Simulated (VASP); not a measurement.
# Li2Se (Fm-3m) in VASP: vibrations by perturbation theory with PBE

Aim: the vibrations by perturbation theory of Li2Se with PBE.

All numbers are computed with VASP 6.6.1; they aren't measurements. Logs are shortened: lines on timing, memory, paths and dates and some standing lists are left out, and cuts for length are marked.

## Step 1: The cell of the first run

The structure is cubic, space group Fm-3m (No. 225). The conventional cell has a = 6.069 Å, b = 6.069 Å, c = 6.069 Å, α = 90.00°, β = 90.00°, γ = 90.00°. Within 3.5 Å of Li (site symmetry -43m) lie 4 Se at 2.63 Å and 6 Li at 3.03 Å. Se (site symmetry m-3m) has 8 Li at 2.63 Å within 3.5 Å.

## Step 2: Vibrations by perturbation theory, PBE

INCAR

```
ALGO     = Normal         # electronic algorithm
EDIFF    = 1E-8           # SCF threshold, eV
ENCUT    = 750            # plane-wave cutoff, eV
GGA      = PE             # functional
GGA_COMPAT= False        
IBRION   = 8              # ionic algorithm
ISIF     = 2              # what is computed and relaxed
ISMEAR   = 0              # smearing method
LASPH    = True           # aspherical terms in the spheres
LCHARG   = False          # write CHGCAR
LEPSILON = True           # dielectric tensor by DFPT
LREAL    = False          # projectors in reciprocal space
LWAVE    = False          # write WAVECAR
NELM     = 120            # most SCF steps
NSW      = 1              # ionic steps
PREC     = Accurate       # precision mode
SIGMA    = 0.01           # smearing width, eV
```

KPOINTS

```
k-points
0
Gamma
  8 8 8
```

POSCAR

```
Li2Se
1.0
    0.0000000000      3.0347256483      3.0347256483
    3.0347256483      0.0000000000      3.0347256483
    3.0347256483      3.0347256483      0.0000000000
Li Se
2 1
Direct
    0.2500000000      0.2500000000      0.2500000000
    0.7500000000      0.7500000000      0.7500000000
    0.0000000000      0.0000000000      0.0000000000
```

Potentials or basis: VASP PAW PBE potentials, release 64 (Li_sv, Se).

Launch:

```sh
cat potpaw_PBE.64/Li_sv/POTCAR potpaw_PBE.64/Se/POTCAR > POTCAR
mpirun -np 1 vasp_std > vasp.out
```

OUTCAR:

```text
EDIFF = 1E-8
   ENCUT = 750
   GGA = PE
   IBRION = 8
   ISIF = 2
   ISMEAR = 0
   LASPH = True
   LEPSILON = True
   LREAL = False
   NELM = 120
   NSW = 1
   PREC = Accurate

 ion  position               nearest neighbor table
   1  0.250  0.250  0.250-   3 2.63   3 2.63   3 2.63   3 2.63
   2  0.750  0.750  0.750-   3 2.63   3 2.63   3 2.63   3 2.63
   3  0.000  0.000  0.000-   2 2.63   2 2.63   2 2.63   1 2.63   1 2.63   1 2.63   2 2.63   1 2.63

  LATTYP: Found a face centered cubic cell.
 ALAT       =     6.0694512966

  Lattice vectors:

 A1 = (   0.0000000000,   3.0347256483,   3.0347256483)
 A2 = (   3.0347256483,   0.0000000000,   3.0347256483)
 A3 = (   3.0347256483,   3.0347256483,   0.0000000000)

Analysis of symmetry for initial positions (statically):
=====================================================================
 Subroutine PRICEL returns:
 Original cell was already a primitive cell.

 Routine SETGRP: Setting up the symmetry group for a
 face centered cubic supercell.

 Subroutine GETGRP returns: Found 48 space group operations
 (whereof 48 operations were pure point group operations)
 out of a pool of 48 trial point group operations.

The static configuration has the point symmetry O_h .

Analysis of symmetry for dynamics (positions and initial velocities):
=====================================================================
 Subroutine PRICEL returns:
 Original cell was already a primitive cell.

 Routine SETGRP: Setting up the symmetry group for a
 face centered cubic supercell.

 Subroutine GETGRP returns: Found 48 space group operations
 (whereof 48 operations were pure point group operations)
 out of a pool of 48 trial point group operations.

The dynamic configuration has the point symmetry O_h .

 Subroutine INISYM returns: Found 48 space group operations
 (whereof 48 operations are pure point group operations),
 and found     1 'primitive' translations

----------------------------------------------------------------------------------------

                                     Primitive cell

  volume of cell :      55.8970

  direct lattice vectors                    reciprocal lattice vectors
     0.000000000  3.034725648  3.034725648    -0.164759539  0.164759539  0.164759539
     3.034725648  0.000000000  3.034725648     0.164759539 -0.164759539  0.164759539
     3.034725648  3.034725648  0.000000000     0.164759539  0.164759539 -0.164759539

  length of vectors
     4.291750170  4.291750170  4.291750170     0.285371893  0.285371893  0.285371893

  position of ions in fractional coordinates (direct lattice)
     0.250000000  0.250000000  0.250000000
     0.750000000  0.750000000  0.750000000
     0.000000000  0.000000000  0.000000000

  ion indices of the primitive-cell ions
   primitive index   ion index
                 1           1
                 2           2
                 3           3

----------------------------------------------------------------------------------------

 KPOINTS: k-points

Automatic generation of k-mesh.
 Grid dimensions read from file:
 generate k-points for:    8    8    8

 Generating k-lattice:

[... 471 lines left out ...]

--------------------------------------- Ionic step        2  -------------------------------------------

------------------------ aborting loop because EDIFF is reached ----------------------------------------

--------------------------------------- Ionic step        3  -------------------------------------------

------------------------ aborting loop because EDIFF is reached ----------------------------------------

 PIEZOELECTRIC TENSOR FIELD DIRECTION 3  (e Angst)
 -----------------------------------------------------------------------------
    -0.00011  0.00000 -0.00000           (  0.00000  0.00000  0.00000)
     0.00000 -0.00011 -0.00000           (  0.00000  0.00000  0.00000)
    -0.00000  0.00000 -0.00143           (  0.00000  0.00000  0.00001)

 PIEZOELECTRIC TENSOR FIELD DIRECTION 3  (C/m^2)
 -----------------------------------------------------------------------------
    -0.00003  0.00000 -0.00000
     0.00000 -0.00003 -0.00000
    -0.00000  0.00000 -0.00041

[... ionic steps 4 to 9 ...]

--------------------------------------- Ionic step       10  -------------------------------------------

 Free energy of the ion-electron system (eV)
  ---------------------------------------------------
  ---------------------------------------------------
  free energy    TOTEN  =        -0.08707864 eV

  energy without entropy =       -0.08707864

------------------------ aborting loop because EDIFF is reached ----------------------------------------

 INTERNAL STRAIN TENSOR  FOR ION    3  DIRECTION 1   (eV/Angst):
 -----------------------------------------------------------------------------
    -0.00393 -0.00000  0.00000
    -0.00000  0.00799 -0.00000
     0.00000 -0.00000  0.00799

 MACROSCOPIC STATIC DIELECTRIC TENSOR (including local field effects in DFT)
 ------------------------------------------------------
           4.334443     0.000000    -0.000000
           0.000000     4.334443    -0.000000
           0.000000     0.000000     4.334443
 ------------------------------------------------------

 PIEZOELECTRIC TENSOR (including local field effects)  for field in x, y, z        (e  Angst)
          XX          YY          ZZ          XY          YZ          ZX
  --------------------------------------------------------------------------------
  x     0.00000     0.00000     0.00000     0.00000     0.00000     0.00000
  y     0.00000     0.00000     0.00000     0.00000     0.00000     0.00000
  z     0.00000     0.00000     0.00000     0.00000     0.00000     0.00000

 PIEZOELECTRIC TENSOR (including local field effects)  for field in x, y, z        (C/m^2)
          XX          YY          ZZ          XY          YZ          ZX
  --------------------------------------------------------------------------------
  x     0.00000     0.00000     0.00000     0.00000     0.00000     0.00000
  y     0.00000     0.00000     0.00000     0.00000     0.00000     0.00000
  z     0.00000     0.00000     0.00000     0.00000     0.00000     0.00000

 BORN EFFECTIVE CHARGES (including local field effects) (in |e|, cummulative output)
 ---------------------------------------------------------------------------------
 ion    1
    1     0.97603     0.00000     0.00000
    2     0.00000     0.97603     0.00000
    3     0.00000     0.00000     0.97603
 ion    2
    1     0.97603     0.00000     0.00000
    2     0.00000     0.97603     0.00000
    3     0.00000     0.00000     0.97603
 ion    3
    1    -1.95206    -0.00000     0.00000
    2    -0.00000    -1.95206     0.00000
    3    -0.00000    -0.00000    -1.95206

 INTERNAL STRAIN TENSOR FOR ION    3 for displacements in x,y,z  (eV/Angst):
          X           Y           Z          XY          YZ          ZX
  --------------------------------------------------------------------------------
  x     0.00000     0.00000     0.00000     0.00000     0.00000     0.00000
  y     0.00000     0.00000     0.00000     0.00000     0.00000     0.00000
  z     0.00000     0.00000     0.00000     0.00000     0.00000     0.00000

 SECOND DERIVATIVES (NOT SYMMETRIZED)
 ------------------------------------
               1X          1Y          1Z          2X          2Y          2Z          3X          3Y          3Z
  1X    -2.108209    0.000000    0.000000    0.695535    0.000000    0.000000    1.412674   -0.000000   -0.000000
  1Y     0.000000   -2.108209    0.000000    0.000000    0.695535    0.000000   -0.000000    1.412674    0.000000
  1Z     0.000000    0.000000   -2.108209    0.000000    0.000000    0.695535   -0.000000    0.000000    1.412674
  2X     0.695535    0.000000    0.000000   -2.108209    0.000000    0.000000    1.412674   -0.000000   -0.000000
  2Y     0.000000    0.695535    0.000000    0.000000   -2.108209    0.000000   -0.000000    1.412674    0.000000
  2Z     0.000000    0.000000    0.695535    0.000000    0.000000   -2.108209   -0.000000    0.000000    1.412674
  3X     1.427112    0.000000    0.000000    1.427112    0.000000    0.000000   -2.854224    0.000000    0.000000
  3Y     0.000000    1.427112    0.000000    0.000000    1.427112    0.000000    0.000000   -2.854224    0.000000
  3Z     0.000000    0.000000    1.427112    0.000000    0.000000    1.427112    0.000000    0.000000   -2.854224

 Eigenvectors and eigenvalues of the dynamical matrix
 ----------------------------------------------------

   1 f  =    9.886916 THz    62.121327 2PiTHz  329.792029 cm-1    40.888982 meV
             X         Y         Z           dx          dy          dz
      1.517363  1.517363  1.517363     0.626512    0.327846    0.000000
      4.552088  4.552088  4.552088    -0.626512   -0.327846   -0.000000
      0.000000  0.000000  0.000000     0.000000    0.000000    0.000000
[... 43 lines left out ...]
   9 f/i=    0.013915 THz     0.087430 2PiTHz    0.464150 cm-1     0.057547 meV
             X         Y         Z           dx          dy          dz
      1.517363  1.517363  1.517363     0.050912    0.026508    0.269726
      4.552088  4.552088  4.552088     0.050912    0.026508    0.269726
      0.000000  0.000000  0.000000     0.170001    0.088515    0.900650

--------------------------------------------------------------------------------------------------------

 MACROSCOPIC STATIC DIELECTRIC TENSOR IONIC CONTRIBUTION
 ------------------------------------------------------
           4.336477     0.000000     0.000000
           0.000000     4.336477    -0.000000
           0.000000    -0.000000     4.336477
 ------------------------------------------------------

 ELASTIC MODULI CONTR FROM IONIC RELAXATION (kBar)
 Direction    XX          YY          ZZ          XY          YZ          ZX
 --------------------------------------------------------------------------------
 XX           0.0000      0.0000      0.0000      0.0000      0.0000      0.0000
 YY           0.0000      0.0000      0.0000      0.0000      0.0000      0.0000
 ZZ           0.0000      0.0000      0.0000      0.0000      0.0000      0.0000
 XY           0.0000      0.0000      0.0000    -21.0988      0.0000     -0.0000
 YZ           0.0000      0.0000      0.0000      0.0000    -21.0988      0.0000
 ZX           0.0000      0.0000      0.0000     -0.0000      0.0000    -21.0988
 --------------------------------------------------------------------------------

 PIEZOELECTRIC TENSOR IONIC CONTR  for field in x, y, z        (C/m^2)
          XX          YY          ZZ          XY          YZ          ZX
  --------------------------------------------------------------------------------
  x     0.00000     0.00000     0.00000     0.00000     0.00000    -0.00000
  y     0.00000     0.00000     0.00000    -0.00000    -0.00000    -0.00000
  z     0.00000     0.00000     0.00000    -0.00000    -0.00000    -0.00000
```

It took 9.7 min on 1 thread of Intel Xeon 6975P-C (Granite Rapids), shared host; peak memory 0.48 GiB.

Results:

```
Electronic dielectric tensor (diagonal)                 : 4.33
Born charges (mean of the diagonal)                     : Li +0.98; Se -1.95 e
Highest phonon frequency at Γ, LO-TO splitting left out : 330 cm⁻¹
```

Phonon frequencies in cm⁻¹ (negative: imaginary):
| q point | frequencies |
| --- | --- |
| (0.000, 0.000, 0.000) | 0 0 0 254 254 254 330 330 330 |

Electronic dielectric tensor:
```
4.33 0.00 0.00
0.00 4.33 0.00
0.00 0.00 4.33
```

Born effective charge tensors (e):
atom 1, Li
```
0.98 0.00 0.00
0.00 0.98 0.00
0.00 0.00 0.98
```
atom 2, Li
```
0.98 0.00 0.00
0.00 0.98 0.00
0.00 0.00 0.98
```
atom 3, Se
```
-1.95  0.00  0.00
 0.00 -1.95  0.00
 0.00  0.00 -1.95
```

Caveat: the cell stands under pressure or tension, which shifts response properties.
